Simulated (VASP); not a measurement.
# Pt2Se (Pnnm) in VASP: single point with PBE

Aim: the single point of Pt2Se with PBE.

All numbers are computed with VASP 6.6.1; they aren't measurements. Logs are shortened: lines on timing, memory, paths and dates and some standing lists are left out, and cuts for length are marked.

**1. The cell of the first run**

It takes space group Pnnm (No. 58, orthorhombic). The conventional cell has a = 5.482 Å, b = 5.991 Å, c = 3.634 Å, α = 90.00°, β = 90.00°, γ = 90.00°. Within 3.2 Å of Pt (site symmetry m) lie 3 Se at 2.46 to 2.48 Å. Within 3.2 Å of Se (site symmetry 2/m) lie 6 Pt at 2.46 to 2.48 Å.

**2. Single point, PBE**

The input, INCAR:

```
  ALGO = Normal
  EDIFF = 1E-6
  ENCUT = 520
  GGA = PE
  ISIF = 2
  ISMEAR = -1
  LASPH = True
  LCHARG = False
  LREAL = False
  LWAVE = False
  NBANDS = 35
  NELM = 80
  PREC = Accurate
  SIGMA = 0.1
```

The input, KPOINTS:

```
k-points
0
Gamma
  6 6 9
```

The input, POSCAR:

```
Pt2Se
1.0
    5.4823860000      0.0000000000      0.0000000000
    0.0000000000      5.9910350000      0.0000000000
    0.0000000000      0.0000000000      3.6335790000
Pt Se
4 2
Direct
    0.2500000000      0.3448900000      0.0000000000
    0.7500000000      0.6551100000      0.0000000000
    0.7500000000      0.1551100000      0.5000000000
    0.2500000000      0.8448900000      0.5000000000
    0.0000000000      0.0000000000      0.0000000000
    0.5000000000      0.5000000000      0.5000000000
```

Potentials or basis: VASP PAW PBE potentials, release 64 (Pt, Se).

On the command line:

```
cat potpaw_PBE.64/Pt/POTCAR potpaw_PBE.64/Se/POTCAR > POTCAR
mpirun -np 1 vasp_std > vasp.out
```

OUTCAR:

```text
EDIFF = 1E-6
   ENCUT = 520
   GGA = PE
   ISIF = 2
   ISMEAR = -1
   LASPH = True
   LREAL = False
   NELM = 80
   PREC = Accurate

 ion  position               nearest neighbor table
   1  0.250  0.345  0.000-   6 2.46   6 2.46   5 2.48   2 3.31   2 3.31   3 3.48   3 3.48   3 3.48
                             3 3.48
   2  0.750  0.655  0.000-   6 2.46   6 2.46   5 2.48   1 3.31   1 3.31   4 3.48   4 3.48   4 3.48
                             4 3.48
   3  0.750  0.155  0.500-   5 2.46   5 2.46   6 2.48   4 3.31   4 3.31   1 3.48   1 3.48   1 3.48
                             1 3.48
   4  0.250  0.845  0.500-   5 2.46   5 2.46   6 2.48   3 3.31   3 3.31   2 3.48   2 3.48   2 3.48
                             2 3.48
   5  0.000  0.000  0.000-   3 2.46   4 2.46   3 2.46   4 2.46   1 2.48   2 2.48
   6  0.500  0.500  0.500-   1 2.46   2 2.46   1 2.46   2 2.46   3 2.48   4 2.48

  LATTYP: Found a simple orthorhombic cell.
 ALAT       =     3.6335790000
 B/A-ratio  =     1.5088115602
 C/A-ratio  =     1.6487972327

  Lattice vectors:

 A1 = (   0.0000000000,   0.0000000000,   3.6335790000)
 A2 = (   5.4823860000,   0.0000000000,   0.0000000000)
 A3 = (   0.0000000000,   5.9910350000,   0.0000000000)

Analysis of symmetry for initial positions (statically):
=====================================================================
 Subroutine PRICEL returns:
 Original cell was already a primitive cell.

 Routine SETGRP: Setting up the symmetry group for a
 simple orthorhombic supercell.

 Subroutine GETGRP returns: Found  8 space group operations
 (whereof  4 operations were pure point group operations)
 out of a pool of  8 trial point group operations.

The static configuration has the point symmetry C_2h.
 The point group associated with its full space group is D_2h.

Analysis of symmetry for dynamics (positions and initial velocities):
=====================================================================
 Subroutine PRICEL returns:
 Original cell was already a primitive cell.

 Routine SETGRP: Setting up the symmetry group for a
 simple orthorhombic supercell.

 Subroutine GETGRP returns: Found  8 space group operations
 (whereof  4 operations were pure point group operations)
 out of a pool of  8 trial point group operations.

The dynamic configuration has the point symmetry C_2h.
 The point group associated with its full space group is D_2h.

 Subroutine INISYM returns: Found  8 space group operations
 (whereof  4 operations are pure point group operations),
 and found     1 'primitive' translations

----------------------------------------------------------------------------------------

                                     Primitive cell

  volume of cell :     119.3455

  direct lattice vectors                    reciprocal lattice vectors
     5.482386000  0.000000000  0.000000000     0.182402334  0.000000000  0.000000000
     0.000000000  5.991035000  0.000000000     0.000000000  0.166916067  0.000000000
     0.000000000  0.000000000  3.633579000     0.000000000  0.000000000  0.275210750

  length of vectors
     5.482386000  5.991035000  3.633579000     0.182402334  0.166916067  0.275210750

  position of ions in fractional coordinates (direct lattice)
     0.250000000  0.344890000  0.000000000
     0.750000000  0.655110000  0.000000000
     0.750000000  0.155110000  0.500000000
     0.250000000  0.844890000  0.500000000
     0.000000000  0.000000000  0.000000000
     0.500000000  0.500000000  0.500000000

  ion indices of the primitive-cell ions
   primitive index   ion index
                 1           1
                 2           2
                 3           3
                 4           4
                 5           5
                 6           6

----------------------------------------------------------------------------------------

 KPOINTS: k-points

Automatic generation of k-mesh.
 Grid dimensions read from file:
 generate k-points for:    6    6    9

 Generating k-lattice:

  Cartesian coordinates                     Fractional coordinates (reciprocal lattice)
     0.030400389  0.000000000  0.000000000     0.166666667  0.000000000  0.000000000
     0.000000000  0.027819345  0.000000000     0.000000000  0.166666667  0.000000000
     0.000000000  0.000000000  0.030578972     0.000000000  0.000000000  0.111111111

  Length of vectors
     0.030400389  0.027819345  0.030578972

  Shift w.r.t. Gamma in fractional coordinates (k-lattice)
     0.000000000  0.000000000  0.000000000

 Subroutine IBZKPT returns following result:
 ===========================================

 Found     80 irreducible k-points:

 Following reciprocal coordinates:
            Coordinates               Weight
  0.000000  0.000000  0.000000      1.000000
  0.166667  0.000000  0.000000      2.000000
  0.333333  0.000000  0.000000      2.000000
  0.500000  0.000000  0.000000      1.000000
  0.000000  0.166667  0.000000      2.000000
  0.166667  0.166667  0.000000      4.000000
[... 16 lines left out ...]
  0.333333  0.166667  0.111111      8.000000
  0.500000  0.166667  0.111111      4.000000
 [... further k-points ...]
   k-points           NKPTS =     80   k-points in BZ     NKDIM =     80   number of bands    NBANDS=     35
   number of dos      NEDOS =    301   number of ions     NIONS =      6
   total plane-waves  NPLWV =  56448
   dimension x,y,z NGX =    42 NGY =   48 NGZ =   28
   dimension x,y,z NGXF=    84 NGYF=   96 NGZF=   56
   ions per type =               4   2
   NGX,Y,Z   is equivalent  to a cutoff of  12.74, 13.32, 12.81 a.u.
   NGXF,Y,Z  is equivalent  to a cutoff of  25.47, 26.64, 25.62 a.u.
 SYSTEM =  unknown system
   PREC   = accura    normal or accurate (medium, high low for compatibility)
   ISTART =      0    job   : 0-new  1-cont  2-samecut
   ICHARG =      2    charge: 1-file 2-atom 10-const
   ISPIN  =      1    spin polarized calculation?
   LNONCOLLINEAR =      F non collinear calculations
   LSORBIT =      F    spin-orbit coupling
   LASPH  =      T    aspherical Exc in radial PAW
   ENCUT  =  520.0 eV  38.22 Ry    6.18 a.u.  10.19 11.14  6.76*2*pi/ulx,y,z
   NELM   =     80;   NELMIN=  2; NELMDL= -5     # of ELM steps
   EDIFF  = 0.1E-05   stopping-criterion for ELM
   LREAL  =      F    real-space projection
   EDIFFG = 0.1E-04   stopping-criterion for IOM
   NSW    =      0    number of steps for IOM
   IBRION =     -1    ionic relax: 0-MD 1-quasi-New 2-CG
   NFREE  =      0    steps in history (QN), initial steepest desc. (CG)
   ISIF   =      2    stress and relaxation
   ISYM   =      2    0-nonsym 1-usesym 2-fastsym
   POTIM  = 0.5000    time-step for ionic-motion
   TEBEG  =    0.0;   TEEND  =   0.0 temperature during run
   PSTRESS=    0.0 pullay stress
   NELECT =      52.0000    total number of electrons
   NUPDOWN=      -1.0000    fix difference up-down
   EMIN   =  10.00;   EMAX   =-10.00  energy-range for DOS
   EFERMI =   0.00;   METHOD = LEGACY
   ISMEAR =    -1;   SIGMA  =   0.10  broadening in eV -4-tet -1-fermi 0-gaus
   EFERMI_NEDOS =   21; number of points for ismear=-14 and -15
   IALGO  =     38    algorithm
   IMIX   =      4    mixing-type and parameters
     AMIX     =   0.40;   BMIX     =  1.00
     AMIX_MAG =   1.60;   BMIX_MAG =  1.00
  volume/ion in A,a.u.               =      19.89       134.23
  Fermi-wavevector in a.u.,A,eV,Ry     =   1.241101  2.345342 20.957497  1.540333
  Thomas-Fermi vector in A             =   2.375514
   LORBIT       =      0    0 simple, 1 ext, 2 COOP (PROOUT), +10 PAW based schemes
   GGA     = PE    functional components
   LHFCALC =     F    Hartree Fock is set to
   AEXX    =    0.0000 exact exchange contribution
   IVDW    =     0    specifies the selected vdW correction
   LEPSILON=     F    determine dielectric tensor
   LRPA    =     F    only Hartree local field effects (RPA)
 non-spin polarized calculation
  energy-cutoff  :      520.00
  volume of cell :      119.35
 maximum number of plane-waves:      3236
 NGX is ok and might be reduce to    42
   NGX = 21   NGY = 23   NGZ = 13

 number of electron      52.0000000 magnetization

 Free energy of the ion-electron system (eV)
  ---------------------------------------------------
  ext. energy  EPLUGINS =         0.00000000
  ---------------------------------------------------
  free energy    TOTEN  =       -28.09830641 eV

  energy without entropy =      -27.91561933  energy(sigma->0) =      -28.00696287

 E-fermi :   6.9803     XC(G=0): -11.1966

 val. band max:        6.9789133368   @ k =   0.1667   0.1667   0.4444
 cond. band min:       6.9810635643   @ k =   0.0000   0.1667   0.1111
 fundamental gap:      0.0021502275
 Fermi energy:         6.9802902012

 k-point     1 :       0.0000    0.0000    0.0000
  band No.  band energies     occupation
      1      -8.8829      2.00000
      2      -8.0137      2.00000
      3      -0.5267      2.00000
      4      -0.3315      2.00000
      5       0.3472      2.00000
      6       0.7914      2.00000
[... 27 lines left out ...]
     34      13.5275      0.00000
     35      13.7853      0.00000

 k-point     2 :       0.1667    0.0000    0.0000
  band No.  band energies     occupation
      1      -8.8276      2.00000
      2      -8.0749      2.00000
      3      -0.4530      2.00000
      4      -0.2939      2.00000
      5       0.4102      2.00000
      6       0.6877      2.00000
[... 27 lines left out ...]
     34      13.9927      0.00000
     35      14.7771      0.00000

 k-point     3 :       0.3333    0.0000    0.0000
  band No.  band energies     occupation
      1      -8.6743      2.00000
      2      -8.2399      2.00000
      3      -0.2505      2.00000
      4      -0.1836      2.00000
      5       0.4598      2.00000
      6       0.5967      2.00000
[... 27 lines left out ...]
     34      13.4523      0.00000
     35      15.1745      0.00000
[... 723 lines left out ...]
 k-point    23 :       0.3333    0.1667    0.1111
  band No.  band energies     occupation
      1      -8.5836      2.00000
      2      -8.2272      2.00000
      3      -0.2947      2.00000
      4       0.0717      2.00000
      5       0.1149      2.00000
      6       0.5263      2.00000
[... 27 lines left out ...]
     34      13.4376      0.00000
     35      14.2041      0.00000

 k-point    24 :       0.5000    0.1667    0.1111
  band No.  band energies     occupation
      1      -8.4058      2.00000
      2      -8.4058      2.00000
      3      -0.1378      2.00000
      4      -0.1378      2.00000
      5       0.3613      2.00000
      6       0.3613      2.00000
[... 27 lines left out ...]
     34      12.4149      0.00000
     35      14.2910      0.00000

 [... further k-points ...]
[... 5 lines left out ...]
  --------------------------------------------------------------------------------------
  -------------------------------------------------------------------------------------
  Total       -1.0385391      0.9829508      5.0210037     -0.0000000      0.0000000      0.0000000
  in kB      -13.9420737     13.1958173     67.4054559     -0.0000000      0.0000000      0.0000000
  external PRESSURE =      22.2197332 kB  Pullay stress =       0.0000000 kB

 VOLUME and BASIS-vectors are now :
 -----------------------------------------------------------------------------
  energy-cutoff  :      520.00
  volume of cell :      119.35
      direct lattice vectors                 reciprocal lattice vectors
     5.482386000  0.000000000  0.000000000     0.182402334  0.000000000  0.000000000
     0.000000000  5.991035000  0.000000000     0.000000000  0.166916067  0.000000000
     0.000000000  0.000000000  3.633579000     0.000000000  0.000000000  0.275210750

 POSITION                                       TOTAL-FORCE (eV/Angst)
 -----------------------------------------------------------------------------------
      1.37060      2.06625      0.00000        -0.657198     -0.029713      0.000000
      4.11179      3.92479      0.00000         0.657198      0.029713     -0.000000
      4.11179      0.92927      1.81679        -0.657198      0.029713      0.000000
      1.37060      5.06177      1.81679         0.657198     -0.029713     -0.000000
      0.00000      0.00000      0.00000        -0.000000      0.000000      0.000000
      2.74119      2.99552      1.81679        -0.000000      0.000000      0.000000
 -----------------------------------------------------------------------------------
    total drift:                                0.000000     -0.000000     -0.000000

  FREE ENERGIE OF THE ION-ELECTRON SYSTEM (eV)
  ---------------------------------------------------
  free  energy   TOTEN  =       -28.0983064140 eV

  energy  without entropy=      -27.9156193292  energy(sigma->0) =      -28.00696287
```

It took 4.1 min on 1 thread of Intel Xeon Platinum 8375C at 2.90GHz (Ice Lake), shared host; peak memory 0.41 GiB.

Results:

* Free energy: -28.0983 eV
* Pressure: 2.2 GPa
* Largest force: 0.658 eV/Å
* Band gap on the k mesh: zero (band 26 reaches 7.77 eV, above the bottom of band 27 at 6.62 eV)

Forces in eV/Å, atoms in the order of the input:
```
Pt  -0.657 -0.030  0.000
Pt   0.657  0.030  0.000
Pt  -0.657  0.030  0.000
Pt   0.657 -0.030  0.000
Se   0.000  0.000  0.000
Se   0.000  0.000  0.000
```

Stress tensor (GPa, compression positive):
```
-1.39  0.00  0.00
 0.00  1.32  0.00
 0.00  0.00  6.74
```

Caveat: spin-orbit coupling is left out, which moves the levels of the heavy elements.
